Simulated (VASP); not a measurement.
# Al3GaIr (Pm-3m) in VASP: notebook, part 2 of 2

VASP 6.6.1. Earlier steps stand in the parts before.

### 4 Relaxation of cell and atoms, PBE

Input file INCAR:

```
  PREC = Accurate
  ENCUT = 600
  EDIFF = 1E-6
  ISMEAR = 0
  SIGMA = 0.1
  LREAL = False
  LASPH = True
  NELM = 100
  ALGO = Normal
  ISIF = 3
  LWAVE = False
  LCHARG = False
  GGA = PE
  IBRION = 2
  NSW = 90
  EDIFFG = -0.04
```

Input file KPOINTS:

```
regular mesh
0
Gamma
  4 4 4
```

Input file POSCAR:

```
Al3GaIr
1.0
    4.1129771200      0.0000000000      0.0000000000
    0.0000000000      4.1129771200      0.0000000000
    0.0000000000      0.0000000000      4.1129771200
Al Ga Ir
3 1 1
Direct
    0.5000000000      0.0000000000      0.5000000000
    0.0000000000      0.5000000000      0.5000000000
    0.5000000000      0.5000000000      0.0000000000
    0.0000000000      0.0000000000      0.0000000000
    0.5000000000      0.5000000000      0.5000000000
```

Potentials or basis: VASP PAW PBE potentials, release 64 (Al, Ga_d, Ir).

Launch:

```sh
$ cat potpaw_PBE.64/Al/POTCAR potpaw_PBE.64/Ga_d/POTCAR potpaw_PBE.64/Ir/POTCAR > POTCAR
$ mpirun -np 1 vasp_std > vasp.out
```

OUTCAR:

```text
PREC = Accurate
   ENCUT = 600
   EDIFF = 1E-6
   ISMEAR = 0
   LREAL = False
   LASPH = True
   NELM = 100
   ISIF = 3
   GGA = PE
   IBRION = 2
   NSW = 90
   EDIFFG = -0.04

 ion  position               nearest neighbor table
   1  0.500  0.000  0.500-   5 2.06   5 2.06   4 2.91   2 2.91   3 2.91   4 2.91   2 2.91   3 2.91
                             3 2.91   3 2.91   2 2.91   4 2.91   4 2.91   2 2.91
   2  0.000  0.500  0.500-   5 2.06   5 2.06   4 2.91   1 2.91   3 2.91   4 2.91   1 2.91   4 2.91
                             4 2.91   1 2.91   3 2.91   3 2.91   3 2.91   1 2.91
   3  0.500  0.500  0.000-   5 2.06   5 2.06   4 2.91   1 2.91   1 2.91   2 2.91   2 2.91   1 2.91
                             4 2.91   1 2.91   2 2.91   4 2.91   2 2.91   4 2.91
   4  0.000  0.000  0.000-   1 2.91   2 2.91   3 2.91   1 2.91   2 2.91   2 2.91   3 2.91   2 2.91
                             1 2.91   3 2.91   1 2.91   3 2.91
   5  0.500  0.500  0.500-   1 2.06   2 2.06   3 2.06   3 2.06   1 2.06   2 2.06

  LATTYP: Found a simple cubic cell.
[... 170 lines left out ...]
  ---------------------------------------------------
  ext. energy  EPLUGINS =         0.00000000
  ---------------------------------------------------
  free energy    TOTEN  =       -16.51504583 eV

  energy without entropy =      -16.50384020  energy(sigma->0) =      -16.50944301

 E-fermi :   9.9648     XC(G=0): -11.5975

 val. band max:        9.9430455253   @ k =   0.5000   0.0000   0.0000
 cond. band min:      10.1835030337   @ k =   0.5000   0.5000   0.2500
 fundamental gap:      0.2404575085
 Fermi energy:         9.9647605932
[... 600 lines left out ...]
--------------------------------------- Ionic step        5  -------------------------------------------

 number of electron      30.9999995 magnetization

 Free energy of the ion-electron system (eV)
  ---------------------------------------------------
  ext. energy  EPLUGINS =         0.00000000
  ---------------------------------------------------
  free energy    TOTEN  =       -23.61472156 eV

  energy without entropy =      -23.59634562  energy(sigma->0) =      -23.60553359

 E-fermi :   5.3345     XC(G=0):  -9.6792

 val. band max:        5.3170196201   @ k =   0.5000   0.0000   0.0000
 cond. band min:       5.3882509196   @ k =   0.2500   0.2500   0.0000
 fundamental gap:      0.0712312995
 Fermi energy:         5.3344506320
[... 250 lines left out ...]
  FREE ENERGIE OF THE ION-ELECTRON SYSTEM (eV)
  ---------------------------------------------------
  free  energy   TOTEN  =       -23.6147215640 eV

  energy  without entropy=      -23.5963456220  energy(sigma->0) =      -23.60553359

 reached required accuracy - stopping structural energy minimisation
```

OSZICAR:

```text
N       E                     dE             d eps       ncg     rms          rms(c)
DAV:   1     0.243446672468E+03    0.24345E+03   -0.15267E+04   380   0.220E+03
DAV:   2     0.298409205043E+01   -0.24046E+03   -0.22674E+03   380   0.478E+02
DAV:   3    -0.172347590084E+02   -0.20219E+02   -0.19541E+02   416   0.130E+02
[... 53 lines left out ...]
DAV:   3    -0.236160399632E+02    0.50855E-02   -0.25975E-02   516   0.149E+00    0.203E-01
DAV:   4    -0.236148507605E+02    0.11892E-02   -0.16835E-03   450   0.417E-01    0.499E-02
DAV:   5    -0.236147293749E+02    0.12139E-03   -0.35228E-04   576   0.215E-01    0.295E-02
DAV:   6    -0.236147217702E+02    0.76047E-05   -0.72374E-05   546   0.775E-02    0.686E-03
DAV:   7    -0.236147215640E+02    0.20622E-06   -0.42829E-06   386   0.174E-02
   5 F= -.23614722E+02 E0= -.23605534E+02  d E =-.709968E+01
```

It took 62 s on 1 thread of Intel Xeon Platinum 8488C (Sapphire Rapids), shared host; peak memory 0.22 GiB.

What came out:

| Item | Value |
| --- | --- |
| Free energy | -23.6147 eV |
| Relaxed volume | 21.64 Å³/atom |
| Relaxed cell | a = 4.765 Å, b = 4.765 Å, c = 4.765 Å, α = 90.00°, β = 90.00°, γ = 90.00° |
| Space group after relaxing (to 0.1 Å) | Pm-3m (No. 221) |
| Energy gained by relaxing | 1419.9 meV/atom |
| Ionic steps | 5 |
| Pressure after relaxing | 0.0 GPa |
| Band gap on the k mesh | zero (an odd number of electrons rules out a gap without spin polarisation) |

Step by step:
```
step  energy change (eV)  largest force (eV/Å)  pressure (GPa)  volume (Å³)
   1              0.0000                0.0000           84.50        69.58
   2             -3.0036                0.0000          -13.07       172.73
   3             -7.0860                0.0000           -1.72       110.71
   4             -7.0974                0.0000           -0.72       109.22
   5             -7.0997                0.0000            0.04       108.21
```

Final structure:
```cif
data_structure
_symmetry_space_group_name_H-M 'P 1'
_symmetry_Int_Tables_number 1
_cell_length_a 4.7653
_cell_length_b 4.7653
_cell_length_c 4.7653
_cell_angle_alpha 90.000
_cell_angle_beta 90.000
_cell_angle_gamma 90.000
_cell_volume 108.21
loop_
_atom_site_label
_atom_site_type_symbol
_atom_site_fract_x
_atom_site_fract_y
_atom_site_fract_z
_atom_site_occupancy
Al1 Al 0.50000 0.00000 0.50000 1
Al2 Al 0.00000 0.50000 0.50000 1
Al3 Al 0.50000 0.50000 0.00000 1
Ga1 Ga 0.00000 0.00000 0.00000 1
Ir1 Ir 0.50000 0.50000 0.50000 1
```

Caveat: the k points lie up to 0.33 Å⁻¹ apart in the final cell, too coarse for converged energies and pressures of a metal; the volume moved by over 15 % at a fixed basis, so the end points are rough; spin-orbit coupling is left out, which moves the levels of the heavy elements.

### 5 Single point, PBE

This run uses another cell than the first one, of 21.69 Å³/atom.

Input file INCAR:

```
SYSTEM = Al3GaIr
  PREC = Accurate
  ENCUT = 520
  EDIFF = 1E-6
  ISMEAR = 0
  SIGMA = 0.1
  LREAL = .False.
  LASPH = .True.
  NELM = 100
  ALGO = Normal
  ISIF = 2
  LWAVE = .False.
  LCHARG = .False.
  GGA = PE
  NBANDS = 24
```

Input file KPOINTS:

```
regular mesh
0
Gamma
  8 8 8
  0 0 0
```

POSCAR, as its differences from that of step 4:

```diff
@@ -2,5 +2,5 @@
 1.0
-    4.1129771200      0.0000000000      0.0000000000
-    0.0000000000      4.1129771200      0.0000000000
-    0.0000000000      0.0000000000      4.1129771200
+    4.7688357435      0.0000000000      0.0000000000
+    0.0000000000      4.7688357435      0.0000000000
+    0.0000000000      0.0000000000      4.7688357435
 Al Ga Ir
```

Launch:

```sh
$ cat potpaw_PBE.64/Al/POTCAR potpaw_PBE.64/Ga_d/POTCAR potpaw_PBE.64/Ir/POTCAR > POTCAR
$ mpirun -np 1 vasp_std > vasp.out
```

Wall time 45 s (1 thread of Intel Xeon Platinum 8488C (Sapphire Rapids), shared host); peak memory 0.26 GiB.

Results (log left out):

```yaml
Free_energy: -23.6714 eV
Pressure: 0.0 GPa
Band_gap_on_the_k_mesh: zero (an odd number of electrons rules out a gap without spin polarisation)
```

Levels at points of the mesh, in eV from the Fermi level:
```csv
k point,band 12,band 13,band 14,band 15,band 16,band 17,band 18,band 19
"(0.00, 0.00, 0.00)",-3.14,-2.47,-2.47,-2.47,0.85,0.85,2.81,2.81
"(0.50, 0.00, 0.00)",-3.11,-2.68,-1.04,-1.04,-0.08,0.66,0.71,0.71
"(0.50, 0.50, 0.00)",-3.52,-3.52,-3.05,0.10,0.78,0.78,0.78,2.01
"(0.50, 0.50, 0.50)",-4.51,-4.51,-4.00,-4.00,-0.64,-0.64,-0.64,6.87
```

Caveat: spin-orbit coupling is left out, which moves the levels of the heavy elements.

### 6 Single point, PBE, collinear spin

This run uses another cell than the first one, of 21.66 Å³/atom.

Input file INCAR:

```
  PREC = Accurate
  ENCUT = 520
  EDIFF = 1E-6
  ISMEAR = 0
  SIGMA = 0.1
  LREAL = F
  LASPH = T
  NELM = 150
  ALGO = Fast
  ISIF = 2
  LWAVE = F
  LCHARG = F
  ISPIN = 2
  MAGMOM = 0 0 0 0 1
  LORBIT = 11
  LMAXMIX = 4
  GGA = PE
  NBANDS = 28
```

Input file KPOINTS:

```
Automatic mesh
0
Gamma
  4 4 4
```

POSCAR, as its differences from that of step 5:

```diff
@@ -2,5 +2,5 @@
 1.0
-    4.7688357435      0.0000000000      0.0000000000
-    0.0000000000      4.7688357435      0.0000000000
-    0.0000000000      0.0000000000      4.7688357435
+    4.7665338133      0.0000000000      0.0000000000
+    0.0000000000      4.7665338133      0.0000000000
+    0.0000000000      0.0000000000      4.7665338133
 Al Ga Ir
```

Potentials or basis: VASP PAW PBE potentials, release 64 (Al, Ga_d, Ir).

Launch:

```sh
$ cat potpaw_PBE.64/Al/POTCAR potpaw_PBE.64/Ga_d/POTCAR potpaw_PBE.64/Ir/POTCAR > POTCAR
$ mpirun -np 1 vasp_std > vasp.out
```

Run time: 38 s. Hardware: 1 thread of Intel Xeon Platinum 8488C (Sapphire Rapids), shared host; peak memory 0.27 GiB.

Results (log left out):

- Free energy: -23.6213 eV
- Pressure: 0.0 GPa
- Net moment: 0.00 μB per cell
- Valence electrons inside the program's atomic spheres: Al 0.77; Ga 11.42; Ir 8.87

Levels at points of the mesh, in eV from the Fermi level:
Spin up:
```csv
k point,band 12,band 13,band 14,band 15,band 16,band 17,band 18,band 19
"(0.00, 0.00, 0.00)",-3.10,-2.41,-2.41,-2.41,0.91,0.91,2.88,2.88
"(0.50, 0.00, 0.00)",-3.06,-2.62,-0.99,-0.99,-0.02,0.72,0.78,0.78
"(0.50, 0.50, 0.00)",-3.48,-3.48,-2.99,0.15,0.84,0.84,0.85,2.08
"(0.50, 0.50, 0.50)",-4.46,-4.46,-3.95,-3.95,-0.58,-0.58,-0.58,6.93
```
Spin down:
```tsv
k point	band 11	band 12	band 13	band 14	band 15	band 16	band 17	band 18	band 19	band 20
(0.00, 0.00, 0.00)	-3.10	-3.10	-2.41	-2.41	-2.41	0.91	0.91	2.88	2.88	2.88
(0.50, 0.00, 0.00)	-3.65	-3.06	-2.62	-0.99	-0.99	-0.02	0.72	0.78	0.78	2.08
(0.50, 0.50, 0.00)	-3.97	-3.48	-3.48	-2.99	0.15	0.84	0.84	0.85	2.08	2.65
(0.50, 0.50, 0.50)	-4.46	-4.46	-4.46	-3.95	-3.95	-0.58	-0.58	-0.58	6.93	6.93
```

Caveat: spin-orbit coupling is left out, which moves the levels of the heavy elements.

### 7 Relaxation of cell and atoms, PBE

This run uses another cell than the first one, of 21.66 Å³/atom.

Input file INCAR:

```
SYSTEM = Al3GaIr
PREC = Accurate ; ENCUT = 600
EDIFF = 1E-6 ; ISMEAR = 0
SIGMA = 0.1 ; LREAL = .FALSE.
LASPH = .TRUE. ; NELM = 80
ALGO = Fast ; ISIF = 3
LWAVE = .FALSE. ; LCHARG = .FALSE.
GGA = PE ; IBRION = 2
NSW = 100 ; EDIFFG = -0.01
```

Input file KPOINTS:

```
regular mesh
0
G
  8 8 8
  0 0 0
```

POSCAR is that of step 6.

Launch:

```sh
$ cat potpaw_PBE.64/Al/POTCAR potpaw_PBE.64/Ga_d/POTCAR potpaw_PBE.64/Ir/POTCAR > POTCAR
$ mpirun -np 1 vasp_std > vasp.out
```

It took 86 s on 1 thread of Intel Xeon Platinum 8488C (Sapphire Rapids), shared host; peak memory 0.31 GiB.

It converged, with:

```
Free energy                           : -23.6714 eV
Relaxed volume                        : 21.70 Å³/atom
Relaxed cell                          : a = 4.770 Å, b = 4.770 Å, c = 4.770 Å, α = 90.00°, β = 90.00°, γ = 90.00°
Space group after relaxing (to 0.1 Å) : Pm-3m (No. 221)
Energy gained by relaxing             : 0.0 meV/atom
Ionic steps                           : 2
Pressure after relaxing               : -0.1 GPa
Band gap on the k mesh                : zero (an odd number of electrons rules out a gap without spin polarisation)
```

Final structure:
```xyz
5
Lattice="4.7698 0.0000 0.0000 0.0000 4.7698 0.0000 0.0000 0.0000 4.7698" Properties=species:S:1:pos:R:3 pbc="T T T"
Al    2.3849    0.0000    2.3849
Al    0.0000    2.3849    2.3849
Al    2.3849    2.3849    0.0000
Ga    0.0000    0.0000    0.0000
Ir    2.3849    2.3849    2.3849
```

Levels at points of the mesh, in eV from the Fermi level:
```
           k point  band 11  band 12  band 13  band 14  band 15  band 16  band 17  band 18  band 19
(0.00, 0.00, 0.00)    -3.14    -3.14    -2.47    -2.47    -2.47     0.85     0.85     2.81     2.81
(0.50, 0.00, 0.00)    -3.70    -3.11    -2.69    -1.04    -1.04    -0.08     0.66     0.71     0.71
(0.50, 0.50, 0.00)    -4.01    -3.52    -3.52    -3.05     0.10     0.78     0.78     0.78     2.01
(0.50, 0.50, 0.50)    -4.51    -4.51    -4.51    -3.99    -3.99    -0.64    -0.64    -0.64     6.87
```

Caveat: spin-orbit coupling is left out, which moves the levels of the heavy elements.

### 8 The runs side by side

| task | spin | cell | k mesh | cutoff (eV) | gap on the mesh (eV) | pressure (GPa) | relaxed volume (Å³/atom) |
| --- | --- | --- | --- | --- | --- | --- | --- |
| single point | off | a = 4.113 Å, 5 atoms | 4 × 4 × 4 | 520 | none | 84.5 | - |
| single point | off | a = 4.767 Å, 5 atoms | 4 × 4 × 4 | 520 | none | 0.0 | - |
| relaxation of cell and atoms | off | relaxed from a = 4.113 Å, 5 atoms | 4 × 4 × 4 | 600 | none | 0.0 | 21.64 |
| single point | off | a = 4.769 Å, 5 atoms | 8 × 8 × 8 | 520 | none | 0.0 | - |
| single point | collinear | a = 4.767 Å, 5 atoms | 4 × 4 × 4 | 520 | none | 0.0 | - |
| relaxation of cell and atoms | off | relaxed from a = 4.767 Å, 5 atoms | 8 × 8 × 8 | 600 | none | -0.1 | 21.70 |

Alike in all rows: level PBE; potentials or basis VASP PAW PBE potentials, release 64 (Al, Ga_d, Ir); smearing gaussian 0.1 eV.

Caveats: some runs use coarse meshes; spin-orbit coupling is left out, which moves the levels of the heavy elements; the volume moved by over 15 % at a fixed basis, so the end points are rough (at least some runs).

Total energies depend on the potentials used, so only differences within one code and one set of settings carry meaning.

The gap in the log of VASP goes by the Fermi energy; the results here count the filled bands.